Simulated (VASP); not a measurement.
# CdO (Fm-3m) in VASP: a series of runs

CdO is run at these levels: PBE, r2SCAN; tasks: single point.

All numbers are computed with VASP 6.6.1; they aren't measurements. Logs are shortened: lines on timing, memory, paths and dates and some standing lists are left out, and cuts for length are marked.

## Step 1: The cell of the first run

The structure is cubic, space group Fm-3m (No. 225). The conventional cell has a = 4.706 Å, b = 4.706 Å, c = 4.706 Å, α = 90.00°, β = 90.00°, γ = 90.00°. Cd (site symmetry m-3m) has 6 O at 2.35 Å within 3.1 Å. Within 3.1 Å of O (site symmetry m-3m) lie 6 Cd at 2.35 Å.

## Step 2: Single point, PBE

File INCAR:

```
SYSTEM = CdO
  PREC = Accurate
  ENCUT = 700
  EDIFF = 1E-6
  ISMEAR = -1
  SIGMA = 0.02
  LREAL = .False.
  LASPH = .True.
  NELM = 120
  ALGO = Normal
  ISIF = 2
  LWAVE = .False.
  LCHARG = .True.
  GGA = PE
  LELF = .True.
  LVHAR = .True.
  NBANDS = 20
  GGA_COMPAT = .False.
```

File KPOINTS:

```
Automatic mesh
0
Gamma
  10 10 10
  0 0 0
```

File POSCAR:

```
CdO
1.0
    0.0000000000      2.3530040397      2.3530040397
    2.3530040397      0.0000000000      2.3530040397
    2.3530040397      2.3530040397      0.0000000000
Cd O
1 1
Direct
    0.0000000000      0.0000000000      0.0000000000
    0.5000000000      0.5000000000      0.5000000000
```

Potentials or basis: VASP PAW PBE potentials, release 64 (Cd_sv_GW, O).

The run is started by

```bash
$ cat potpaw_PBE.64/Cd_sv_GW/POTCAR potpaw_PBE.64/O/POTCAR > POTCAR
$ mpirun -np 1 vasp_std > vasp.out
```

OUTCAR:

```text
SYSTEM = CdO
   PREC = Accurate
   ENCUT = 700
   EDIFF = 1E-6
   ISMEAR = -1
   LREAL = .False.
   LASPH = .True.
   NELM = 120
   ISIF = 2
   GGA = PE

 ion  position               nearest neighbor table
   1  0.000  0.000  0.000-
   2  0.500  0.500  0.500-

  LATTYP: Found a face centered cubic cell.
 ALAT       =     4.7060080794

  Lattice vectors:

 A1 = (   0.0000000000,   2.3530040397,   2.3530040397)
 A2 = (   2.3530040397,   0.0000000000,   2.3530040397)
 A3 = (   2.3530040397,   2.3530040397,   0.0000000000)

Analysis of symmetry for initial positions (statically):
=====================================================================
 Subroutine PRICEL returns:
 Original cell was already a primitive cell.

 Routine SETGRP: Setting up the symmetry group for a
 face centered cubic supercell.

 Subroutine GETGRP returns: Found 48 space group operations
 (whereof 48 operations were pure point group operations)
 out of a pool of 48 trial point group operations.

The static configuration has the point symmetry O_h .

Analysis of symmetry for dynamics (positions and initial velocities):
=====================================================================
 Subroutine PRICEL returns:
 Original cell was already a primitive cell.

 Routine SETGRP: Setting up the symmetry group for a
 face centered cubic supercell.

 Subroutine GETGRP returns: Found 48 space group operations
 (whereof 48 operations were pure point group operations)
 out of a pool of 48 trial point group operations.

The dynamic configuration has the point symmetry O_h .

 Subroutine INISYM returns: Found 48 space group operations
 (whereof 48 operations are pure point group operations),
 and found     1 'primitive' translations

----------------------------------------------------------------------------------------

                                     Primitive cell

  volume of cell :      26.0554

  direct lattice vectors                    reciprocal lattice vectors
     0.000000000  2.353004040  2.353004040    -0.212494323  0.212494323  0.212494323
     2.353004040  0.000000000  2.353004040     0.212494323 -0.212494323  0.212494323
     2.353004040  2.353004040  0.000000000     0.212494323  0.212494323 -0.212494323

  length of vectors
     3.327650225  3.327650225  3.327650225     0.368050963  0.368050963  0.368050963

  position of ions in fractional coordinates (direct lattice)
     0.000000000  0.000000000  0.000000000
     0.500000000  0.500000000  0.500000000

  ion indices of the primitive-cell ions
   primitive index   ion index
                 1           1
                 2           2

----------------------------------------------------------------------------------------

 KPOINTS: Automatic mesh

Automatic generation of k-mesh.
 Grid dimensions read from file:
 generate k-points for:   10   10   10

 Generating k-lattice:

  Cartesian coordinates                     Fractional coordinates (reciprocal lattice)
    -0.021249432  0.021249432  0.021249432     0.100000000  0.000000000  0.000000000
     0.021249432 -0.021249432  0.021249432     0.000000000  0.100000000  0.000000000
     0.021249432  0.021249432 -0.021249432     0.000000000  0.000000000  0.100000000

  Length of vectors
     0.036805096  0.036805096  0.036805096

  Shift w.r.t. Gamma in fractional coordinates (k-lattice)
     0.000000000  0.000000000  0.000000000

 Subroutine IBZKPT returns following result:
 ===========================================

 Found     47 irreducible k-points:

 Following reciprocal coordinates:
            Coordinates               Weight
  0.000000  0.000000  0.000000      1.000000
  0.100000  0.000000  0.000000      8.000000
  0.200000  0.000000  0.000000      8.000000
  0.300000  0.000000  0.000000      8.000000
  0.400000  0.000000  0.000000      8.000000
  0.500000  0.000000  0.000000      4.000000
[... 16 lines left out ...]
  0.300000  0.300000  0.000000      6.000000
  0.400000  0.300000  0.000000     24.000000
 [... further k-points ...]
   k-points           NKPTS =     47   k-points in BZ     NKDIM =     47   number of bands    NBANDS=     20
   number of dos      NEDOS =    301   number of ions     NIONS =      2
   total plane-waves  NPLWV =  27000
   dimension x,y,z NGX =    30 NGY =   30 NGZ =   30
   dimension x,y,z NGXF=    60 NGYF=   60 NGZF=   60
   ions per type =               1   1
   NGX,Y,Z   is equivalent  to a cutoff of  14.99, 14.99, 14.99 a.u.
   NGXF,Y,Z  is equivalent  to a cutoff of  29.98, 29.98, 29.98 a.u.
 SYSTEM =  CdO
   PREC   = accura    normal or accurate (medium, high low for compatibility)
   ISTART =      0    job   : 0-new  1-cont  2-samecut
   ICHARG =      2    charge: 1-file 2-atom 10-const
   ISPIN  =      1    spin polarized calculation?
   LNONCOLLINEAR =      F non collinear calculations
   LSORBIT =      F    spin-orbit coupling
   LASPH  =      T    aspherical Exc in radial PAW
   ENCUT  =  700.0 eV  51.45 Ry    7.17 a.u.   7.18  7.18  7.18*2*pi/ulx,y,z
   NELM   =    120;   NELMIN=  2; NELMDL= -5     # of ELM steps
   EDIFF  = 0.1E-05   stopping-criterion for ELM
   LREAL  =      F    real-space projection
   EDIFFG = 0.1E-04   stopping-criterion for IOM
   NSW    =      0    number of steps for IOM
   IBRION =     -1    ionic relax: 0-MD 1-quasi-New 2-CG
   NFREE  =      0    steps in history (QN), initial steepest desc. (CG)
   ISIF   =      2    stress and relaxation
   ISYM   =      2    0-nonsym 1-usesym 2-fastsym
   POTIM  = 0.5000    time-step for ionic-motion
   TEBEG  =    0.0;   TEEND  =   0.0 temperature during run
   PSTRESS=    0.0 pullay stress
   NELECT =      26.0000    total number of electrons
   NUPDOWN=      -1.0000    fix difference up-down
   EMIN   =  10.00;   EMAX   =-10.00  energy-range for DOS
   EFERMI =   0.00;   METHOD = LEGACY
   ISMEAR =    -1;   SIGMA  =   0.02  broadening in eV -4-tet -1-fermi 0-gaus
   EFERMI_NEDOS =   21; number of points for ismear=-14 and -15
   IALGO  =     38    algorithm
   IMIX   =      4    mixing-type and parameters
     AMIX     =   0.40;   BMIX     =  1.00
     AMIX_MAG =   1.60;   BMIX_MAG =  1.00
  volume/ion in A,a.u.               =      13.03        87.92
  Fermi-wavevector in a.u.,A,eV,Ry     =   1.635937  3.091473 36.413140  2.676290
  Thomas-Fermi vector in A             =   2.727327
   LORBIT       =      0    0 simple, 1 ext, 2 COOP (PROOUT), +10 PAW based schemes
   GGA     = PE    functional components
   LHFCALC =     F    Hartree Fock is set to
   AEXX    =    0.0000 exact exchange contribution
   IVDW    =     0    specifies the selected vdW correction
   LEPSILON=     F    determine dielectric tensor
   LRPA    =     F    only Hartree local field effects (RPA)
 non-spin polarized calculation
  energy-cutoff  :      700.00
  volume of cell :       26.06
 maximum number of plane-waves:      1109
 NGX is ok and might be reduce to    30
   NGX = 15   NGY = 15   NGZ = 15

 number of electron      25.9999994 magnetization

 Free energy of the ion-electron system (eV)
  ---------------------------------------------------
  ext. energy  EPLUGINS =         0.00000000
  ---------------------------------------------------
  free energy    TOTEN  =        -7.81675921 eV

  energy without entropy =       -7.81659240  energy(sigma->0) =       -7.81667580

 E-fermi :   4.9804     XC(G=0): -11.8865

 val. band max:        4.9323543021   @ k =   0.5000   0.0000   0.0000
 cond. band min:       5.5351813168   @ k =   0.1000   0.0000   0.0000
 fundamental gap:      0.6028270148
 Fermi energy:         4.9803745465

 k-point     1 :       0.0000    0.0000    0.0000
  band No.  band energies     occupation
      1     -95.5082      2.00000
      2     -56.5876      2.00000
      3     -56.5876      2.00000
      4     -56.5876      2.00000
      5     -12.3927      2.00000
      6      -1.7639      2.00000
[... 12 lines left out ...]
     19      23.0846      0.00000
     20      23.0846      0.00000

 k-point     2 :       0.1000    0.0000    0.0000
  band No.  band energies     occupation
      1     -95.5081      2.00000
      2     -56.5892      2.00000
      3     -56.5879      2.00000
      4     -56.5879      2.00000
      5     -12.3246      2.00000
      6      -1.8037      2.00000
[... 12 lines left out ...]
     19      23.3600      0.00000
     20      23.3600      0.00000

 k-point     3 :       0.2000    0.0000    0.0000
  band No.  band energies     occupation
      1     -95.5079      2.00000
      2     -56.5932      2.00000
      3     -56.5885      2.00000
      4     -56.5885      2.00000
      5     -12.1404      2.00000
      6      -1.9545      2.00000
[... 12 lines left out ...]
     19      23.9545      0.00000
     20      23.9545      0.00000

 k-point     4 :       0.3000    0.0000    0.0000
  band No.  band energies     occupation
      1     -95.5076      2.00000
      2     -56.5983      2.00000
      3     -56.5893      2.00000
      4     -56.5893      2.00000
      5     -11.8995      2.00000
      6      -2.2451      2.00000
[... 12 lines left out ...]
     19      24.8504      0.00000
     20      24.8504      0.00000

 k-point     5 :       0.4000    0.0000    0.0000
  band No.  band energies     occupation
      1     -95.5073      2.00000
      2     -56.6023      2.00000
      3     -56.5899      2.00000
      4     -56.5899      2.00000
      5     -11.6918      2.00000
      6      -2.5598      2.00000
[... 12 lines left out ...]
     19      25.9961      0.00000
     20      26.0028      0.00000
[... 353 lines left out ...]
      6      -2.3788      2.00000
[... 12 lines left out ...]
     19      24.5062      0.00000
     20      25.2061      0.00000

 k-point    22 :      -0.2000    0.2000    0.0000
  band No.  band energies     occupation
      1     -95.5075      2.00000
      2     -56.5975      2.00000
      3     -56.5924      2.00000
      4     -56.5892      2.00000
      5     -11.8601      2.00000
      6      -2.2272      2.00000
[... 12 lines left out ...]
     19      24.1462      0.00000
     20      25.6264      0.00000

 k-point    23 :       0.3000    0.3000    0.0000
  band No.  band energies     occupation
      1     -95.5074      2.00000
      2     -56.5977      2.00000
      3     -56.5919      2.00000
      4     -56.5919      2.00000
      5     -11.8926      2.00000
      6      -2.0632      2.00000
[... 12 lines left out ...]
     19      28.6817      0.00000
     20      28.7242      0.00000

 k-point    24 :       0.4000    0.3000    0.0000
  band No.  band energies     occupation
      1     -95.5072      2.00000
      2     -56.5999      2.00000
      3     -56.5931      2.00000
      4     -56.5926      2.00000
      5     -11.8001      2.00000
      6      -2.1168      2.00000
[... 12 lines left out ...]
     19      28.3086      0.00000
     20      28.4228      0.00000

 [... further k-points ...]

------------------------ aborting loop because EDIFF is reached ----------------------------------------

  FORCE on cell =-STRESS in cart. coord.  units (eV):
  Direction    XX          YY          ZZ          XY          YZ          ZX
  --------------------------------------------------------------------------------------
  -------------------------------------------------------------------------------------
  Total        0.8454886      0.8454886      0.8454886      0.0000000     -0.0000000      0.0000000
  in kB       51.9900596     51.9900596     51.9900596      0.0000000     -0.0000000      0.0000000
  external PRESSURE =      51.9900596 kB  Pullay stress =       0.0000000 kB

 VOLUME and BASIS-vectors are now :
 -----------------------------------------------------------------------------
  energy-cutoff  :      700.00
  volume of cell :       26.06
      direct lattice vectors                 reciprocal lattice vectors
     0.000000000  2.353004040  2.353004040    -0.212494323  0.212494323  0.212494323
     2.353004040  0.000000000  2.353004040     0.212494323 -0.212494323  0.212494323
     2.353004040  2.353004040  0.000000000     0.212494323  0.212494323 -0.212494323

 POSITION                                       TOTAL-FORCE (eV/Angst)
 -----------------------------------------------------------------------------------
      0.00000      0.00000      0.00000         0.000000      0.000000      0.000000
      2.35300      2.35300      2.35300        -0.000000     -0.000000     -0.000000
 -----------------------------------------------------------------------------------
    total drift:                               -0.000000      0.000000      0.000000

  FREE ENERGIE OF THE ION-ELECTRON SYSTEM (eV)
  ---------------------------------------------------
  free  energy   TOTEN  =        -7.8167592072 eV

  energy  without entropy=       -7.8165923956  energy(sigma->0) =       -7.81667580
```

Run time: 61 s. Hardware: 1 thread of AMD EPYC 7R43 (Zen 3), shared host; peak memory 0.17 GiB.

What came out:

- Free energy: -7.8168 eV
- Pressure: 5.2 GPa
- Band gap on the k mesh: zero (bands 13 and 14 overlap by 0.42 eV)

Caveat: the cell stands under pressure; semilocal functionals underestimate gaps, and a narrow one can read as zero.

[end of part 1 of 2]

The gap in the log of VASP goes by the Fermi energy; the results here count the filled bands.